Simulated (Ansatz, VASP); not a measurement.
**Mo in VASP and in Ansatz**

File INCAR:

```
SYSTEM = Mo
PREC = Accurate
ENCUT = 520
EDIFF = 1E-6
ISMEAR = -1
SIGMA = 0.1
LREAL = .FALSE.
LASPH = .TRUE.
NELM = 60
ALGO = Normal
ISIF = 2
LWAVE = .FALSE.
LCHARG = .FALSE.
GGA = PS
NBANDS = 13
```

File KPOINTS:

```
Automatic mesh
0
G
  23 23 23
  0 0 0
```

POSCAR

```
Mo
1.0
   -1.5228751975      1.5228751975      1.5228751975
    1.5228751975     -1.5228751975      1.5228751975
    1.5228751975      1.5228751975     -1.5228751975
Mo
1
Direct
    0.0000000000      0.0000000000      0.0000000000
```

Input for Ansatz:

```yaml
crystal:
  lattice:
    - [-1.5228751975, 1.5228751975, 1.5228751975]
    - [1.5228751975, -1.5228751975, 1.5228751975]
    - [1.5228751975, 1.5228751975, -1.5228751975]
  atoms:
    - { symbol: Mo, position: [0.0, 0.0, 0.0] }
hamiltonian:
  xc: pbesol
  pseudopotentials:
    kind: paw
    azcp:
      Mo: "pseudopotentials/Mo.paw.azcp"
basis:
  ecutwfc: 420
  fft_grid_basis: typed
kpoints:
  mp_grid: { grid: [23, 23, 23], shift: [0, 0, 0] }
magnetization:
  spin_polarized: false
scf:
  occupations: { method: fermi_dirac, width: 0.1 }
output:
  stress: true
```

Alike in both runs: task single point; functional PBEsol; k mesh 23 × 23 × 23; occupations fermi-dirac, width 0.1 eV; no spin polarisation.

|  | VASP | Ansatz |
| --- | --- | --- |
| version | VASP 6.6.1 | Ansatz 0.2.0 |
| potentials or method | VASP PAW PBE potentials, release 64 (Mo_sv), cutoff 520 eV | plane waves (420 eV) with PAW, scalar-relativistic |
| valence electrons in the cell | 14 | 14 |

|  | VASP | Ansatz | Ansatz less VASP |
| --- | --- | --- | --- |
| pressure (GPa) | 27.8 | 27.0 | -0.81 |

VASP's potentials were made for PBE, not for PBEsol, and Ansatz warns of the same on its side.
